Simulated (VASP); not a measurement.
# AlRu (Pm-3m) in VASP: a series of runs

Runs on AlRu. Level: PBEsol. Tasks: elastic constants.

All numbers are computed with VASP 6.6.1; they aren't measurements. Logs are shortened: lines on timing, memory, paths and dates and some standing lists are left out, and cuts for length are marked.

### 1 The cell of the first run

The structure is cubic, space group Pm-3m (No. 221). The conventional cell has a = 2.936 Å, b = 2.936 Å, c = 2.936 Å, α = 90.00°, β = 90.00°, γ = 90.00°. Within 3.4 Å of Al (site symmetry m-3m) lie 8 Ru at 2.54 Å and 6 Al at 2.94 Å. Within 3.4 Å of Ru (site symmetry m-3m) lie 8 Al at 2.54 Å and 6 Ru at 2.94 Å.

### 2 Elastic constants, PBEsol

File INCAR:

```
ALGO = Normal
EDIFF = 1E-8
ENCUT = 600
GGA = PS
IBRION = 6
ISIF = 3
ISMEAR = -1
LASPH = T
LCHARG = F
LREAL = F
LWAVE = F
NELM = 100
NFREE = 2
NSW = 1
POTIM = 0.015
PREC = Accurate
SIGMA = 0.08
```

File KPOINTS:

```
k-points
0
Gamma
  16 16 16
```

File POSCAR:

```
AlRu
1.0
    2.9356755181      0.0000000000      0.0000000000
    0.0000000000      2.9356755181      0.0000000000
    0.0000000000      0.0000000000      2.9356755181
Al Ru
1 1
Direct
    0.0000000000      0.0000000000      0.0000000000
    0.5000000000      0.5000000000      0.5000000000
```

Potentials or basis: VASP PAW PBE potentials, release 64 (Al, Ru_pv).

Run with:

```bash
> cat potpaw_PBE.64/Al/POTCAR potpaw_PBE.64/Ru_pv/POTCAR > POTCAR
> mpirun -np 1 vasp_std > vasp.out
```

OUTCAR:

```text
EDIFF = 1E-8
   ENCUT = 600
   GGA = PS
   IBRION = 6
   ISIF = 3
   ISMEAR = -1
   LASPH = T
   LREAL = F
   NELM = 100
   NFREE = 2
   NSW = 1
   POTIM = 0.015
   PREC = Accurate

 ion  position               nearest neighbor table
   1  0.000  0.000  0.000-   2 2.54   2 2.54   2 2.54   2 2.54   2 2.54   2 2.54   2 2.54   2 2.54

   2  0.500  0.500  0.500-   1 2.54   1 2.54   1 2.54   1 2.54   1 2.54   1 2.54   1 2.54   1 2.54

  LATTYP: Found a simple cubic cell.
 ALAT       =     2.9356755181

  Lattice vectors:

 A1 = (   2.9356755181,   0.0000000000,   0.0000000000)
 A2 = (   0.0000000000,   2.9356755181,   0.0000000000)
 A3 = (   0.0000000000,   0.0000000000,   2.9356755181)

Analysis of symmetry for initial positions (statically):
=====================================================================
 Subroutine PRICEL returns:
 Original cell was already a primitive cell.

 Routine SETGRP: Setting up the symmetry group for a
 simple cubic supercell.

 Subroutine GETGRP returns: Found 48 space group operations
 (whereof 48 operations were pure point group operations)
 out of a pool of 48 trial point group operations.

The static configuration has the point symmetry O_h .

Analysis of symmetry for dynamics (positions and initial velocities):
=====================================================================
 Subroutine PRICEL returns:
 Original cell was already a primitive cell.

 Routine SETGRP: Setting up the symmetry group for a
 simple cubic supercell.

 Subroutine GETGRP returns: Found 48 space group operations
 (whereof 48 operations were pure point group operations)
 out of a pool of 48 trial point group operations.

The dynamic configuration has the point symmetry O_h .

 Subroutine INISYM returns: Found 48 space group operations
 (whereof 48 operations are pure point group operations),
 and found     1 'primitive' translations

----------------------------------------------------------------------------------------

                                     Primitive cell

  volume of cell :      25.3002

  direct lattice vectors                    reciprocal lattice vectors
     2.935675518  0.000000000  0.000000000     0.340637102  0.000000000  0.000000000
     0.000000000  2.935675518  0.000000000     0.000000000  0.340637102  0.000000000
     0.000000000  0.000000000  2.935675518     0.000000000  0.000000000  0.340637102

  length of vectors
     2.935675518  2.935675518  2.935675518     0.340637102  0.340637102  0.340637102

  position of ions in fractional coordinates (direct lattice)
     0.000000000  0.000000000  0.000000000
     0.500000000  0.500000000  0.500000000

  ion indices of the primitive-cell ions
   primitive index   ion index
                 1           1
                 2           2

----------------------------------------------------------------------------------------

 KPOINTS: k-points

Automatic generation of k-mesh.
 Grid dimensions read from file:
 generate k-points for:   16   16   16

 Generating k-lattice:

  Cartesian coordinates                     Fractional coordinates (reciprocal lattice)
     0.021289819  0.000000000  0.000000000     0.062500000  0.000000000  0.000000000
     0.000000000  0.021289819  0.000000000     0.000000000  0.062500000  0.000000000
[... 107 lines left out ...]
  energy without entropy =      -15.46963913  energy(sigma->0) =      -15.48565532

------------------------ aborting loop because EDIFF is reached ----------------------------------------

  FORCE on cell =-STRESS in cart. coord.  units (eV):
  Direction    XX          YY          ZZ          XY          YZ          ZX
  --------------------------------------------------------------------------------------
  -------------------------------------------------------------------------------------
  Total        1.5942978      1.5942978      1.5942978      0.0000000      0.0000000      0.0000000
  in kB      100.9615195    100.9615195    100.9615195      0.0000000      0.0000000      0.0000000
  external PRESSURE =     100.9615195 kB  Pullay stress =       0.0000000 kB
[... 89 lines left out ...]
  FREE ENERGIE OF THE ION-ELECTRON SYSTEM (eV)
  ---------------------------------------------------
  free  energy   TOTEN  =       -15.4704675362 eV

  energy  without entropy=      -15.4391220441  energy(sigma->0) =      -15.45479479

[... ionic steps 4 to 14 ...]

--------------------------------------- Ionic step       15  -------------------------------------------

 number of electron      17.0000002 magnetization

------------------------ aborting loop because EDIFF is reached ----------------------------------------
[... 67 lines left out ...]
--------------------------------------- Ionic step       17  -------------------------------------------

 number of electron      17.0000000 magnetization

 Free energy of the ion-electron system (eV)
  ---------------------------------------------------
  ext. energy  EPLUGINS =         0.00000000
  ---------------------------------------------------
  free energy    TOTEN  =       -15.50059792 eV

  energy without entropy =      -15.46856353  energy(sigma->0) =      -15.48458073

 E-fermi :  11.4383     XC(G=0): -12.9811

 val. band max:       11.4343725577   @ k =   0.1250   0.4375   0.4375
 cond. band min:      11.4396475273   @ k =   0.3750   0.1250   0.0625
 fundamental gap:      0.0052749695
 Fermi energy:        11.4383042601

 k-point     1 :       0.0000    0.0000    0.0000
  band No.  band energies     occupation
      1     -30.3100      2.00000
      2     -30.3100      2.00000
      3     -30.3099      2.00000
      4       1.3963      2.00000
      5       7.5033      2.00000
      6       7.5035      2.00000
      7      11.6260      0.17464
      8      11.6264      0.17396
      9      11.6264      0.17396
     10      17.7692      0.00000
     11      17.7692      0.00000
     12      17.7694      0.00000
[... 331 lines left out ...]
 k-point    24 :       0.5000    0.1250    0.0000
  band No.  band energies     occupation
      1     -30.5656      2.00000
      2     -30.3246      2.00000
      3     -30.2842      2.00000
      4       5.6074      2.00000
      5       5.7421      2.00000
      6       8.5538      2.00000
      7       9.6714      2.00000
      8       9.7541      2.00000
      9      11.5869      0.26998
     10      13.8877      0.00000
     11      19.0826      0.00000
     12      21.3144      0.00000

 [... further k-points ...]
[... 5 lines left out ...]
  --------------------------------------------------------------------------------------
  -------------------------------------------------------------------------------------
  Total        1.5949704      1.5984203      1.5984203      0.0000000      0.0000000      0.0000000
  in kB      101.0041121    101.2225812    101.2225812      0.0000000      0.0000000      0.0000000
  external PRESSURE =     101.1497582 kB  Pullay stress =       0.0000000 kB
[... 17 lines left out ...]
  FREE ENERGIE OF THE ION-ELECTRON SYSTEM (eV)
  ---------------------------------------------------
  free  energy   TOTEN  =       -15.5005979161 eV

  energy  without entropy=      -15.4685635342  energy(sigma->0) =      -15.48458073

 INTERNAL STRAIN TENSORS FROM STRAINED CELLS
 ============================================

 INTERNAL STRAIN TENSOR FOR ION    1 for displacements in x,y,z  (eV/Angst):
          X           Y           Z          XY          YZ          ZX
  --------------------------------------------------------------------------------
  x     0.00000     0.00000     0.00000     0.00000     0.00000     0.00000
  y     0.00000     0.00000     0.00000    -0.00000     0.00000     0.00000
  z     0.00000     0.00000     0.00000     0.00000     0.00000     0.00000

 INTERNAL STRAIN TENSORS FROM DISPLACED ATOMS
 ============================================

 INTERNAL STRAIN TENSOR FOR ION    1 for displacements in x,y,z  (eV/Angst):
          X           Y           Z          XY          YZ          ZX
  --------------------------------------------------------------------------------
  x     0.00000     0.00000     0.00000     0.00000     0.00000     0.00000
  y     0.00000     0.00000     0.00000     0.00000     0.00000     0.00000
  z     0.00000     0.00000     0.00000     0.00000     0.00000     0.00000

 INTERNAL STRAIN TENSOR FOR ION    2 for displacements in x,y,z  (eV/Angst):
          X           Y           Z          XY          YZ          ZX
  --------------------------------------------------------------------------------
  x     0.00000     0.00000     0.00000     0.00000     0.00000     0.00000
  y     0.00000     0.00000     0.00000     0.00000     0.00000     0.00000
  z     0.00000     0.00000     0.00000     0.00000     0.00000     0.00000

 Eigenvectors and eigenvalues of the dynamical matrix
 ----------------------------------------------------

   1 f  =   10.461586 THz    65.732084 2PiTHz  348.960947 cm-1    43.265624 meV
             X         Y         Z           dx          dy          dz
      0.000000  0.000000  0.000000    -0.000004    0.888378    0.000000
      1.467838  1.467838  1.467838     0.000002   -0.459112    0.000000
[... 21 lines left out ...]
   6 f/i=    0.001010 THz     0.006344 2PiTHz    0.033680 cm-1     0.004176 meV
             X         Y         Z           dx          dy          dz
      0.000000  0.000000  0.000000    -0.454557    0.064511    0.000000
      1.467838  1.467838  1.467838    -0.879565    0.124828    0.000000

--------------------------------------------------------------------------------------------------------

 ELASTIC MODULI CONTR FROM IONIC RELAXATION (kBar)
 Direction    XX          YY          ZZ          XY          YZ          ZX
 --------------------------------------------------------------------------------
 XX           0.0000      0.0000      0.0000      0.0000      0.0000      0.0000
 YY           0.0000      0.0000      0.0000      0.0000      0.0000      0.0000
 ZZ           0.0000      0.0000      0.0000      0.0000      0.0000      0.0000
 XY           0.0000      0.0000      0.0000      0.0000      0.0000      0.0000
 YZ           0.0000      0.0000      0.0000      0.0000      0.0000      0.0000
 ZX           0.0000      0.0000      0.0000      0.0000      0.0000      0.0000
 --------------------------------------------------------------------------------

 TOTAL ELASTIC MODULI (kBar)
 Direction    XX          YY          ZZ          XY          YZ          ZX
 --------------------------------------------------------------------------------
 XX        3872.9931   1863.9811   1863.9811      0.0000     -0.0000      0.0000
 YY        1863.9811   3872.9931   1863.9811     -0.0000      0.0000     -0.0000
 ZZ        1863.9811   1863.9811   3872.9931      0.0000      0.0000     -0.0000
 XY           0.0000     -0.0000      0.0000   1557.0624      0.0000      0.0000
 YZ          -0.0000      0.0000      0.0000      0.0000   1557.0624      0.0000
 ZX           0.0000     -0.0000     -0.0000      0.0000      0.0000   1557.0624
 --------------------------------------------------------------------------------
```

Wall time 33 min (1 thread of Intel Xeon 8259CL, shared host); peak memory 0.83 GiB.

What came out:

| Quantity | Value |
| --- | --- |
| Elastic constants C11, C12, C44 | 387, 186, 156 GPa |
| Voigt bulk modulus | 253 GPa |
| Highest phonon frequency at Γ | 349 cm⁻¹ |

Phonon frequencies in cm⁻¹ (negative: imaginary):
```csv
q point,frequencies
"(0.000, 0.000, 0.000)",0 0 0 349 349 349
```

Elastic tensor in Voigt notation (GPa, in the Cartesian axes of the cell as first typed):
```
387 186 186   0   0   0
186 387 186   0   0   0
186 186 387   0   0   0
  0   0   0 156   0   0
  0   0   0   0 156   0
  0   0   0   0   0 156
```

Clamped-ion elastic tensor (GPa):
```
387 186 186   0   0   0
186 387 186   0   0   0
186 186 387   0   0   0
  0   0   0 156   0   0
  0   0   0   0 156   0
  0   0   0   0   0 156
```

Caveat: the cell is under stress, which shifts elastic constants; the PAW data sets were made with another functional, which shifts forces and pressure a little.

### 3 Elastic constants, PBEsol

This run uses another cell than the first one, of 13.13 Å³/atom.

File INCAR:

```
  ALGO = Normal
  EDIFF = 1E-8
  ENCUT = 600
  GGA = PS
  IBRION = 6
  ISIF = 3
  ISMEAR = -1
  LASPH = True
  LCHARG = True
  LREAL = False
  LWAVE = False
  NELM = 100
  NFREE = 2
  NSW = 1
  POTIM = 0.015
  PREC = Accurate
  SIGMA = 0.08
```

KPOINTS is that of step 2.

File POSCAR:

```
AlRu
1.0
    2.9722521404      0.0000000000      0.0000000000
    0.0000000000      2.9722521404      0.0000000000
    0.0000000000      0.0000000000      2.9722521404
Al Ru
1 1
Direct
    0.0000000000      0.0000000000      0.0000000000
    0.5000000000      0.5000000000      0.5000000000
```

Potentials or basis: VASP PAW PBE potentials, release 64 (Al, Ru_pv).

Run with:

```bash
> cat potpaw_PBE.64/Al/POTCAR potpaw_PBE.64/Ru_pv/POTCAR > POTCAR
> mpirun -np 1 vasp_std > vasp.out
```

OUTCAR:

```text
EDIFF = 1E-8
   ENCUT = 600
   GGA = PS
   IBRION = 6
   ISIF = 3
   ISMEAR = -1
   LASPH = True
   LREAL = False
   NELM = 100
   NFREE = 2
   NSW = 1
   POTIM = 0.015
   PREC = Accurate

 ion  position               nearest neighbor table
   1  0.000  0.000  0.000-   2 2.57   2 2.57   2 2.57   2 2.57   2 2.57   2 2.57   2 2.57   2 2.57

   2  0.500  0.500  0.500-   1 2.57   1 2.57   1 2.57   1 2.57   1 2.57   1 2.57   1 2.57   1 2.57

  LATTYP: Found a simple cubic cell.
 ALAT       =     2.9722521404

  Lattice vectors:

 A1 = (   2.9722521404,   0.0000000000,   0.0000000000)
 A2 = (   0.0000000000,   2.9722521404,   0.0000000000)
 A3 = (   0.0000000000,   0.0000000000,   2.9722521404)

Analysis of symmetry for initial positions (statically):
=====================================================================
 Subroutine PRICEL returns:
 Original cell was already a primitive cell.

 Routine SETGRP: Setting up the symmetry group for a
 simple cubic supercell.

 Subroutine GETGRP returns: Found 48 space group operations
 (whereof 48 operations were pure point group operations)
 out of a pool of 48 trial point group operations.

The static configuration has the point symmetry O_h .

Analysis of symmetry for dynamics (positions and initial velocities):
=====================================================================
[... 727 lines left out ...]
  in kB       10.6421200     10.8263139     10.8263139      0.0000000      0.0000000      0.0000000
  external PRESSURE =      10.7649160 kB  Pullay stress =       0.0000000 kB
[... 17 lines left out ...]
  FREE ENERGIE OF THE ION-ELECTRON SYSTEM (eV)
  ---------------------------------------------------
  free  energy   TOTEN  =       -15.5337097804 eV

  energy  without entropy=      -15.5001051728  energy(sigma->0) =      -15.51690748

 INTERNAL STRAIN TENSORS FROM STRAINED CELLS
 ============================================

 INTERNAL STRAIN TENSOR FOR ION    1 for displacements in x,y,z  (eV/Angst):
          X           Y           Z          XY          YZ          ZX
  --------------------------------------------------------------------------------
  x     0.00000     0.00000     0.00000     0.00000     0.00000     0.00000
  y     0.00000     0.00000     0.00000     0.00000     0.00000     0.00000
  z     0.00000     0.00000     0.00000     0.00000     0.00000     0.00000

 INTERNAL STRAIN TENSORS FROM DISPLACED ATOMS
 ============================================

 INTERNAL STRAIN TENSOR FOR ION    1 for displacements in x,y,z  (eV/Angst):
          X           Y           Z          XY          YZ          ZX
  --------------------------------------------------------------------------------
  x     0.00000     0.00000     0.00000     0.00000     0.00000     0.00000
  y     0.00000     0.00000     0.00000     0.00000     0.00000     0.00000
  z     0.00000     0.00000     0.00000     0.00000     0.00000     0.00000

 INTERNAL STRAIN TENSOR FOR ION    2 for displacements in x,y,z  (eV/Angst):
          X           Y           Z          XY          YZ          ZX
  --------------------------------------------------------------------------------
  x     0.00000     0.00000     0.00000     0.00000     0.00000     0.00000
  y     0.00000     0.00000     0.00000     0.00000     0.00000     0.00000
  z     0.00000     0.00000     0.00000     0.00000     0.00000     0.00000

 Eigenvectors and eigenvalues of the dynamical matrix
 ----------------------------------------------------

   1 f  =    9.750279 THz    61.262812 2PiTHz  325.234311 cm-1    40.323897 meV
             X         Y         Z           dx          dy          dz
      0.000000  0.000000  0.000000    -0.888444   -0.000000    0.000000
      1.486126  1.486126  1.486126     0.458985   -0.000000    0.000000
[... 21 lines left out ...]
   6 f/i=    0.000450 THz     0.002831 2PiTHz    0.015027 cm-1     0.001863 meV
             X         Y         Z           dx          dy          dz
      0.000000  0.000000  0.000000    -0.000000   -0.000000   -0.458985
      1.486126  1.486126  1.486126     0.000000    0.000000   -0.888444

--------------------------------------------------------------------------------------------------------

 ELASTIC MODULI CONTR FROM IONIC RELAXATION (kBar)
 Direction    XX          YY          ZZ          XY          YZ          ZX
 --------------------------------------------------------------------------------
 XX           0.0000      0.0000      0.0000      0.0000      0.0000      0.0000
 YY           0.0000      0.0000      0.0000      0.0000      0.0000      0.0000
 ZZ           0.0000      0.0000      0.0000      0.0000      0.0000      0.0000
 XY           0.0000      0.0000      0.0000      0.0000      0.0000      0.0000
 YZ           0.0000      0.0000      0.0000      0.0000      0.0000      0.0000
 ZX           0.0000      0.0000      0.0000      0.0000      0.0000      0.0000
 --------------------------------------------------------------------------------

 TOTAL ELASTIC MODULI (kBar)
 Direction    XX          YY          ZZ          XY          YZ          ZX
 --------------------------------------------------------------------------------
 XX        3441.1360   1634.5940   1634.5940     -0.0000      0.0000     -0.0000
 YY        1634.5940   3441.1360   1634.5940      0.0000     -0.0000      0.0000
 ZZ        1634.5940   1634.5940   3441.1360      0.0000      0.0000     -0.0000
 XY          -0.0000      0.0000      0.0000   1382.4745      0.0000      0.0000
 YZ           0.0000     -0.0000      0.0000      0.0000   1382.4745      0.0000
 ZX          -0.0000      0.0000     -0.0000      0.0000      0.0000   1382.4745
 --------------------------------------------------------------------------------
```

OSZICAR:

```text
N       E                     dE             d eps       ncg     rms          rms(c)
DAV:   1     0.125410329754E+03    0.12541E+03   -0.10342E+04  3992   0.148E+03
DAV:   2    -0.137244970218E+02   -0.13913E+03   -0.13373E+03  4140   0.373E+02
DAV:   3    -0.163081295066E+02   -0.25836E+01   -0.25008E+01  4720   0.515E+01
[... 200 lines left out ...]
DAV:   3    -0.155337436307E+02    0.67402E-04   -0.16074E-03 12072   0.420E-01    0.727E-02
DAV:   4    -0.155337092029E+02    0.34428E-04   -0.14413E-04 10864   0.153E-01    0.152E-02
DAV:   5    -0.155337096803E+02   -0.47737E-06   -0.58024E-06 10932   0.305E-02    0.770E-03
DAV:   6    -0.155337097825E+02   -0.10224E-06   -0.56901E-07 11224   0.944E-03    0.108E-03
DAV:   7    -0.155337097804E+02    0.20921E-08   -0.31693E-08 10112   0.201E-03
  17 F= -.15533710E+02 E0= -.15516907E+02  d E =-.336046E-01
```

It used 1100 s of CPU time on 1 thread of Intel(R) Xeon(R) Platinum 8488C (Sapphire Rapids) (shared host).

What came out:

| Property | Result |
| --- | --- |
| Elastic constants C11, C12, C44 | 344, 163, 138 GPa |
| Voigt bulk modulus | 224 GPa |
| Highest phonon frequency at Γ | 325 cm⁻¹ |

Phonon frequencies in cm⁻¹ (negative: imaginary):
| q point | frequencies |
| --- | --- |
| (0.000, 0.000, 0.000) | 0 0 0 325 325 325 |

Elastic tensor in Voigt notation (GPa, in the Cartesian axes of the cell as first typed):
```
344 163 163   0   0   0
163 344 163   0   0   0
163 163 344   0   0   0
  0   0   0 138   0   0
  0   0   0   0 138   0
  0   0   0   0   0 138
```

Clamped-ion elastic tensor (GPa):
```
344 163 163   0   0   0
163 344 163   0   0   0
163 163 344   0   0   0
  0   0   0 138   0   0
  0   0   0   0 138   0
  0   0   0   0   0 138
```

Caveat: the cell is under stress, which shifts elastic constants; the PAW data sets were made with another functional, which shifts forces and pressure a little.
